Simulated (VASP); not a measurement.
Runs of VASP 6.6.1 on Ti. The structure is that of space group Im-3m (No. 229), or close to it. The cells are those of the table. 

```csv
cell,further INCAR settings,gap on the mesh (eV),pressure (GPa)
"a = 2.843 Å, angles 110.1, 108.1, 110.1°, 1 atom",ALGO = Fast; EDIFF = 1e-06; NBANDS = 12,none,-2.7
"a = 2.867 Å, angles 110.8, 106.8, 110.8°, 1 atom",ALGO = Fast; EDIFF = 1e-06; NBANDS = 12,none,-4.9
"a = 2.796 Å, angles 108.8, 110.8, 108.8°, 1 atom",ALGO = Fast; EDIFF = 1e-07; NBANDS = 12,none,(a)
"a = 2.773 Å, angles 108.1, 112.2, 108.1°, 1 atom",ALGO = Fast; EDIFF = 1e-06; NBANDS = 12,none,5.7
```

Alike in all rows: task single point; level PBE; potentials or basis VASP PAW PBE potentials, release 64 (Ti_sv); no spin polarisation; k mesh 26 × 26 × 26; cutoff (eV) 520; smearing gaussian 0.15 eV.

Q: Estimate the missing entries.

A: (a) 2.6.

Caveats: the cell stands under tension (at least some runs); the cell stands under pressure (at least some runs).

A gap of «none» marks levels without a gap at the run's occupations.
